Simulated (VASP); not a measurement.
Crystal: FeO.

```xyz
2
Lattice="-1.5914 1.5914 2.0694 1.5914 -1.5914 2.0694 1.5914 1.5914 -2.0694" Properties=species:S:1:pos:R:3 pbc="T T T"
Fe    0.0000    0.0000    0.0000
O     0.0000    0.0000    2.0694
```

Base run:

```yaml
Program: VASP 6.6.1
Functional: PBEsol
Potentials_or_basis: VASP PAW PBE potentials, release 64 (Fe, O)
Cutoff: 520 eV
k_mesh: 12 × 12 × 12
Occupations: fermi-dirac, width 0.05 eV
Spin: collinear spin, ferromagnetic start
Starting_moments: "[3.0, 0.0] μB"
```

Its results: band gap on the k mesh zero (filled and empty bands overlap); pressure -13.2 GPa; net moment 4.00 μB per cell; site moments Fe +3.61; O +0.30 μB.

Question: The run is repeated on the same cell with these changes: functional from PBEsol to PBE. What comes out?

Answer: Band gap on the k mesh zero (filled and empty bands overlap); pressure -5.6 GPa; net moment 4.00 μB per cell; site moments Fe +3.61; O +0.30 μB.

PBE binds less tightly than PBEsol, so the same cell stands under more pressure.

Caveats: a cell with one magnetic atom can't hold antiferromagnetic order, which such compounds often take; semilocal functionals often make such compounds metallic where correlation or magnetic order opens a gap, which also shifts bond lengths; the PAW data sets were made with another functional, which shifts forces and pressure a little (some runs).
